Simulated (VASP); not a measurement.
**Mg3PN: vibrations by perturbation theory with PBEsol**

The system is Mg3PN.

```xyz
5
Lattice="4.1523 0.0000 0.0000 0.0000 4.1523 0.0000 0.0000 0.0000 4.1523" Properties=species:S:1:pos:R:3 pbc="T T T"
P     0.0000    0.0000    0.0000
N     2.0761    2.0761    2.0761
Mg    2.0761    2.0761    0.0000
Mg    2.0761    0.0000    2.0761
Mg    0.0000    2.0761    2.0761
```

```yaml
Program: VASP 6.6.1
Task: vibrations by perturbation theory
Functional: PBEsol
Potentials_or_basis: VASP PAW PBE potentials, release 64 (P, N, Mg)
Cutoff: 520 eV
k_mesh: 6 × 6 × 6
Occupations: gaussian, width 0.01 eV
Spin: no spin polarisation
Dipole_correction: no
Further_INCAR_settings: ALGO = Normal; EDIFF = 1e-08; IBRION = 8; NSW = 1
```

The electronic dielectric tensor (diagonal) is 9.89. The born charges (mean of the diagonal) is P -3.64; N -3.34; Mg +2.33 e. The highest phonon frequency at Γ is 595 cm⁻¹.

Phonon frequencies in cm⁻¹ (negative: imaginary):
| q point | frequencies |
| --- | --- |
| (0.000, 0.000, 0.000) | 0 0 0 157 157 157 157 157 157 333 333 333 595 595 595 |

Electronic dielectric tensor:
```
9.89 0.00 0.00
0.00 9.89 0.00
0.00 0.00 9.89
```

Born effective charge tensors (e):
atom 1, P
```
-3.64  0.00  0.00
 0.00 -3.64  0.00
 0.00  0.00 -3.64
```
atom 2, N
```
-3.34  0.00  0.00
 0.00 -3.34  0.00
 0.00  0.00 -3.34
```
atom 3, Mg
```
2.65 0.00 0.00
0.00 2.65 0.00
0.00 0.00 1.69
```
atom 4, Mg
```
2.65 0.00 0.00
0.00 1.69 0.00
0.00 0.00 2.65
```
atom 5, Mg
```
1.69 0.00 0.00
0.00 2.65 0.00
0.00 0.00 2.65
```

Wall time 8.2 min on 1 thread of AMD EPYC 7R43 64-Core Processor (Zen 3) (shared host), peak memory 0.31 GiB.
